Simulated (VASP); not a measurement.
# CuO (C2/c) in VASP: single point with PBEsol+U

Aim: the single point of CuO with PBEsol+U.

All numbers are computed with VASP 6.6.1; they aren't measurements. Logs are shortened: lines on timing, memory, paths and dates and some standing lists are left out, and cuts for length are marked.

### Step 1. The cell of the first run

The structure is monoclinic, space group C2/c (No. 15). Conventional cell: a = 4.684 Å, b = 3.423 Å, c = 5.129 Å, α = 90.00°, β = 99.54°, γ = 90.00°. Within 2.6 Å of Cu (site symmetry -1) lie 4 O at 1.95 to 1.96 Å. Within 3.0 Å of O (site symmetry 2) lie 6 Cu at 1.95 to 2.78 Å and 6 O at 2.62 to 2.90 Å.

### Step 2. Single point, PBEsol+U

INCAR

```
SYSTEM = CuO
PREC = Accurate
ENCUT = 520
EDIFF = 1E-6
ISMEAR = 0
SIGMA = 0.05
LREAL = .False.
LASPH = .True.
NELM = 150
ALGO = Fast
ISIF = 2
LWAVE = .False.
LCHARG = .False.
LMAXMIX = 4
LDAU = .True.
LDAUTYPE = 2
LDAUL = 2 -1
LDAUU = 7 0
LDAUJ = 0 0
LDAUPRINT = 1
GGA = PS
NBANDS = 44
```

KPOINTS

```
Automatic mesh
0
Gamma
  7 7 4
  0 0 0
```

POSCAR

```
CuO
1.0
    4.6836992400      0.0000000000      0.0000000000
    4.6836992400      3.4225994400      0.0000000000
   -0.8500298600      0.0000000000      5.0578691900
Cu O
4 4
Direct
    0.0000000000      0.2500000000      0.0000000000
    0.5000000000      0.7500000000      0.5000000000
    0.0000000000      0.7500000000      0.0000000000
    0.5000000000      0.2500000000      0.5000000000
    0.5816000000      0.9184000000      0.2500000000
    0.4184000000      0.0816000000      0.7500000000
    0.5816000000      0.4184000000      0.2500000000
    0.4184000000      0.5816000000      0.7500000000
```

Potentials or basis: VASP PAW PBE potentials, release 64 (Cu, O).

Launch:

```console
cat potpaw_PBE.64/Cu/POTCAR potpaw_PBE.64/O/POTCAR > POTCAR
mpirun -np 1 vasp_std > vasp.out
```

OUTCAR:

```text
SYSTEM = CuO
   PREC = Accurate
   ENCUT = 520
   EDIFF = 1E-6
   ISMEAR = 0
   LREAL = .False.
   LASPH = .True.
   NELM = 150
   ISIF = 2
   GGA = PS

 ion  position               nearest neighbor table
   1  0.000  0.250  0.000-   5 1.95   8 1.95   7 1.96   6 1.96
   2  0.500  0.750  0.500-   6 1.95   7 1.95   5 1.96   8 1.96
   3  0.000  0.750  0.000-   7 1.95   6 1.95   8 1.96   5 1.96
   4  0.500  0.250  0.500-   5 1.95   8 1.95   7 1.96   6 1.96
   5  0.582  0.918  0.250-   4 1.95   1 1.95   2 1.96   3 1.96
   6  0.418  0.082  0.750-   2 1.95   3 1.95   4 1.96   1 1.96
   7  0.582  0.418  0.250-   2 1.95   3 1.95   4 1.96   1 1.96
   8  0.418  0.582  0.750-   4 1.95   1 1.95   2 1.96   3 1.96

  LATTYP: Found a simple monoclinic cell.
 ALAT       =     4.6836992400
 B/A-ratio  =     0.7307470580
 C/A-ratio  =     1.0950319264
 COS(beta)  =    -0.1657365907

  Lattice vectors:

 A1 = (   4.6836992400,   0.0000000000,   0.0000000000)
 A2 = (   0.0000000000,   3.4225994400,   0.0000000000)
 A3 = (  -0.8500298600,   0.0000000000,   5.0578691900)

Analysis of symmetry for initial positions (statically):
=====================================================================
 Subroutine PRICEL returns following result:

  LATTYP: Found a base centered monoclinic cell.
 ALAT       =     4.6836992400
 B/A-ratio  =     0.7307470580
 C/A-ratio  =     1.0950319264
 COS(beta)  =    -0.1657365907

  Lattice vectors:

 A1 = (   2.3418496200,  -1.7112997200,   0.0000000000)
 A2 = (   2.3418496200,   1.7112997200,   0.0000000000)
 A3 = (  -0.8500298600,   0.0000000000,   5.0578691900)

   2 primitive cells build up your supercell.

 Routine SETGRP: Setting up the symmetry group for a
 simple monoclinic supercell.

 Subroutine GETGRP returns: Found  4 space group operations
 (whereof  2 operations were pure point group operations)
 out of a pool of  4 trial point group operations.

The static configuration has the point symmetry S_2 .
 The point group associated with its full space group is C_2h.

Analysis of symmetry for dynamics (positions and initial velocities):
=====================================================================
 Subroutine PRICEL returns following result:

  LATTYP: Found a base centered monoclinic cell.
 ALAT       =     4.6836992400
 B/A-ratio  =     0.7307470580
 C/A-ratio  =     1.0950319264
 COS(beta)  =    -0.1657365907

  Lattice vectors:

 A1 = (   2.3418496200,  -1.7112997200,   0.0000000000)
 A2 = (   2.3418496200,   1.7112997200,   0.0000000000)
 A3 = (  -0.8500298600,   0.0000000000,   5.0578691900)

   2 primitive cells build up your supercell.

 Routine SETGRP: Setting up the symmetry group for a
 simple monoclinic supercell.

 Subroutine GETGRP returns: Found  4 space group operations
 (whereof  2 operations were pure point group operations)
 out of a pool of  4 trial point group operations.

The dynamic configuration has the point symmetry S_2 .
 The point group associated with its full space group is C_2h.

 Subroutine INISYM returns: Found  4 space group operations
 (whereof  2 operations are pure point group operations),
 and found     2 'primitive' translations

----------------------------------------------------------------------------------------

                                     Primitive cell

  volume of cell :      40.5399

[... 71 lines left out ...]
 -0.142857  0.000000  0.250000      4.000000
  0.000000  0.142857  0.250000      4.000000
 [... further k-points ...]
   k-points           NKPTS =     60   k-points in BZ     NKDIM =     60   number of bands    NBANDS=     44
   number of dos      NEDOS =    301   number of ions     NIONS =      8
   total plane-waves  NPLWV =  69120
   dimension x,y,z NGX =    36 NGY =   48 NGZ =   40
   dimension x,y,z NGXF=    72 NGYF=   96 NGZF=   80
   ions per type =               4   4
   NGX,Y,Z   is equivalent  to a cutoff of  12.78, 13.76, 12.97 a.u.
   NGXF,Y,Z  is equivalent  to a cutoff of  25.56, 27.51, 25.93 a.u.
 SYSTEM =  CuO
   PREC   = accura    normal or accurate (medium, high low for compatibility)
   ISTART =      0    job   : 0-new  1-cont  2-samecut
   ICHARG =      2    charge: 1-file 2-atom 10-const
   ISPIN  =      1    spin polarized calculation?
   LNONCOLLINEAR =      F non collinear calculations
   LSORBIT =      F    spin-orbit coupling
   LASPH  =      T    aspherical Exc in radial PAW
   ENCUT  =  520.0 eV  38.22 Ry    6.18 a.u.   8.71 10.79  9.54*2*pi/ulx,y,z
   NELM   =    150;   NELMIN=  2; NELMDL= -5     # of ELM steps
   EDIFF  = 0.1E-05   stopping-criterion for ELM
   LREAL  =      F    real-space projection
   EDIFFG = 0.1E-04   stopping-criterion for IOM
   NSW    =      0    number of steps for IOM
   IBRION =     -1    ionic relax: 0-MD 1-quasi-New 2-CG
   NFREE  =      0    steps in history (QN), initial steepest desc. (CG)
   ISIF   =      2    stress and relaxation
   ISYM   =      2    0-nonsym 1-usesym 2-fastsym
   POTIM  = 0.5000    time-step for ionic-motion
   TEBEG  =    0.0;   TEEND  =   0.0 temperature during run
   PSTRESS=    0.0 pullay stress
   NELECT =      68.0000    total number of electrons
   NUPDOWN=      -1.0000    fix difference up-down
   EMIN   =  10.00;   EMAX   =-10.00  energy-range for DOS
   EFERMI =   0.00;   METHOD = LEGACY
   ISMEAR =     0;   SIGMA  =   0.05  broadening in eV -4-tet -1-fermi 0-gaus
   EFERMI_NEDOS =   21; number of points for ismear=-14 and -15
   IALGO  =     68    algorithm
   IMIX   =      4    mixing-type and parameters
     AMIX     =   0.40;   BMIX     =  1.00
     AMIX_MAG =   1.60;   BMIX_MAG =  1.00
  volume/ion in A,a.u.               =      10.13        68.39
  Fermi-wavevector in a.u.,A,eV,Ry     =   1.543856  2.917466 32.429387  2.383493
  Thomas-Fermi vector in A             =   2.649460
   LORBIT       =      0    0 simple, 1 ext, 2 COOP (PROOUT), +10 PAW based schemes
 LDA+U is selected, type is set to LDAUTYPE =  2
   angular momentum for each species LDAUL =     2   -1
   U (eV)           for each species LDAUU =   7.0  0.0
   J (eV)           for each species LDAUJ =   0.0  0.0
   GGA     = PS    functional components
   LHFCALC =     F    Hartree Fock is set to
   AEXX    =    0.0000 exact exchange contribution
   IVDW    =     0    specifies the selected vdW correction
   LEPSILON=     F    determine dielectric tensor
   LRPA    =     F    only Hartree local field effects (RPA)
 non-spin polarized calculation
 RMM-DIIS sequential band-by-band and
 Gauss-broadening in eV      SIGMA  =   0.05
  energy-cutoff  :      520.00
  volume of cell :       81.08
 maximum number of plane-waves:      2217
   NGX = 17   NGY = 21   NGZ = 19

atom =   1  type =  1  l = 2

 onsite density matrix

spin component  1
[... 116 lines left out ...]
  o =  0.8038  v = -0.0798 -0.5816 -0.0078 -0.7716  0.2449  0.0000  0.0000  0.0000  0.0000  0.0000      0.0000  0.0000  0.0000  0.0000  0.0000  0.0000  0.0000  0.0000  0.0000  0.0000
  o =  0.8038  v =  0.0000  0.0000  0.0000  0.0000  0.0000 -0.0798 -0.5816 -0.0078 -0.7716  0.2449      0.0000  0.0000  0.0000  0.0000  0.0000  0.0000  0.0000  0.0000  0.0000  0.0000
  o =  0.9572  v =  0.8756  0.1107  0.4375 -0.1697  0.0277  0.0000  0.0000  0.0000  0.0000  0.0000      0.0000  0.0000  0.0000  0.0000  0.0000  0.0000  0.0000  0.0000  0.0000  0.0000
  o =  0.9572  v =  0.0000  0.0000  0.0000  0.0000  0.0000  0.8756  0.1107  0.4375 -0.1697  0.0277      0.0000  0.0000  0.0000  0.0000  0.0000  0.0000  0.0000  0.0000  0.0000  0.0000
  o =  0.9692  v =  0.0061  0.3905 -0.2669 -0.5184 -0.7123  0.0000  0.0000  0.0000  0.0000  0.0000      0.0000  0.0000  0.0000  0.0000  0.0000  0.0000  0.0000  0.0000  0.0000  0.0000
  o =  0.9692  v =  0.0000  0.0000  0.0000  0.0000  0.0000  0.0061  0.3905 -0.2669 -0.5184 -0.7123      0.0000  0.0000  0.0000  0.0000  0.0000  0.0000  0.0000  0.0000  0.0000  0.0000
  o =  0.9714  v =  0.0000  0.0000  0.0000  0.0000  0.0000  0.0619 -0.6695  0.1989  0.2893 -0.6516      0.0000  0.0000  0.0000  0.0000  0.0000  0.0000  0.0000  0.0000  0.0000  0.0000
  o =  0.9714  v =  0.0619 -0.6695  0.1989  0.2893 -0.6516  0.0000  0.0000  0.0000  0.0000  0.0000      0.0000  0.0000  0.0000  0.0000  0.0000  0.0000  0.0000  0.0000  0.0000  0.0000
  o =  0.9790  v =  0.0000  0.0000  0.0000  0.0000  0.0000 -0.4722  0.2208  0.8353 -0.1529 -0.0846      0.0000  0.0000  0.0000  0.0000  0.0000  0.0000  0.0000  0.0000  0.0000  0.0000
  o =  0.9790  v = -0.4722  0.2208  0.8353 -0.1529 -0.0846  0.0000  0.0000  0.0000  0.0000  0.0000      0.0000  0.0000  0.0000  0.0000  0.0000  0.0000  0.0000  0.0000  0.0000  0.0000

 number of electron      68.0000016 magnetization

 Free energy of the ion-electron system (eV)
  ---------------------------------------------------
  ext. energy  EPLUGINS =         0.00000000
  ---------------------------------------------------
  free energy    TOTEN  =       -33.77260024 eV

  energy without entropy =      -33.76708490  energy(sigma->0) =      -33.76984257

 E-fermi :   4.8108     XC(G=0): -12.0982

 val. band max:        4.8059991579   @ k =  -0.4286   0.0000   0.2500
 cond. band min:       4.8120400641   @ k =  -0.1429   0.2857   0.5000
 fundamental gap:      0.0060409063
 Fermi energy:         4.8108201990

 k-point     1 :       0.0000    0.0000    0.0000
  band No.  band energies     occupation
      1     -14.5605      2.00000
      2     -13.2406      2.00000
      3     -13.1938      2.00000
      4     -13.0233      2.00000
      5      -3.2622      2.00000
      6      -2.5545      2.00000
[... 1117 lines left out ...]
     43      15.0919      0.00000
     44      16.5489      0.00000

 [... further k-points ...]

------------------------ aborting loop because EDIFF is reached ----------------------------------------

  FORCE on cell =-STRESS in cart. coord.  units (eV):
  Direction    XX          YY          ZZ          XY          YZ          ZX
  --------------------------------------------------------------------------------------
  -------------------------------------------------------------------------------------
  Total       -3.8904485     -2.5282982     -5.0117600      0.0000000      0.0000000      0.2620840
  in kB      -76.8772045    -49.9604358    -99.0348796      0.0000000      0.0000000      5.1789106
  external PRESSURE =     -75.2908399 kB  Pullay stress =       0.0000000 kB

 VOLUME and BASIS-vectors are now :
 -----------------------------------------------------------------------------
  energy-cutoff  :      520.00
  volume of cell :       81.08
      direct lattice vectors                 reciprocal lattice vectors
     4.683699240  0.000000000  0.000000000     0.213506451 -0.292175587  0.035882078
     4.683699240  3.422599440  0.000000000     0.000000000  0.292175587  0.000000000
    -0.850029860  0.000000000  5.057869190     0.000000000  0.000000000  0.197711717

 POSITION                                       TOTAL-FORCE (eV/Angst)
 -----------------------------------------------------------------------------------
      1.17092      0.85565      0.00000         0.000000      0.000000      0.000000
      5.42961      2.56695      2.52893         0.000000      0.000000      0.000000
      3.51277      2.56695      0.00000         0.000000      0.000000      0.000000
      3.08776      0.85565      2.52893         0.000000      0.000000      0.000000
      6.81304      3.14332      1.26447        -0.000000      0.313787     -0.000000
      1.70433      0.27928      3.79340         0.000000     -0.313787      0.000000
      4.47119      1.43202      1.26447        -0.000000      0.313787     -0.000000
      4.04618      1.99058      3.79340         0.000000     -0.313787     -0.000000
 -----------------------------------------------------------------------------------
    total drift:                                0.000000     -0.000000      0.000000

  FREE ENERGIE OF THE ION-ELECTRON SYSTEM (eV)
  ---------------------------------------------------
  free  energy   TOTEN  =       -33.7726002423 eV

  energy  without entropy=      -33.7670849023  energy(sigma->0) =      -33.76984257
```

Run time: 8.8 min. Hardware: 1 thread of Oxide Virtual Turin-like, shared host; peak memory 0.31 GiB.

Results:

```yaml
Free_energy: -33.7726 eV
Pressure: -7.5 GPa
Largest_force: 0.314 eV/Å
Band_gap_on_the_k_mesh: zero (bands 34 and 35 overlap by 0.77 eV)
```

Forces in eV/Å, atoms in the order of the input:
```
Cu   0.000  0.000  0.000
Cu   0.000  0.000  0.000
Cu   0.000  0.000  0.000
Cu   0.000  0.000  0.000
O    0.000  0.314  0.000
O    0.000 -0.314  0.000
O    0.000  0.314  0.000
O    0.000 -0.314  0.000
```

Eigenvalues of the final occupation matrices:
```tsv
site	spin	trace	eigenvalues
site 1 d	1	4.68	0.80 0.96 0.97 0.97 0.98
site 1 d	2	4.68	0.80 0.96 0.97 0.97 0.98
site 2 d	1	4.68	0.80 0.96 0.97 0.97 0.98
site 2 d	2	4.68	0.80 0.96 0.97 0.97 0.98
site 3 d	1	4.68	0.80 0.96 0.97 0.97 0.98
site 3 d	2	4.68	0.80 0.96 0.97 0.97 0.98
site 4 d	1	4.68	0.80 0.96 0.97 0.97 0.98
site 4 d	2	4.68	0.80 0.96 0.97 0.97 0.98
```

Caveat: the cell stands under tension; the PAW data sets were made with another functional, which shifts forces and pressure a little; U without spin polarisation on a metal has little footing.
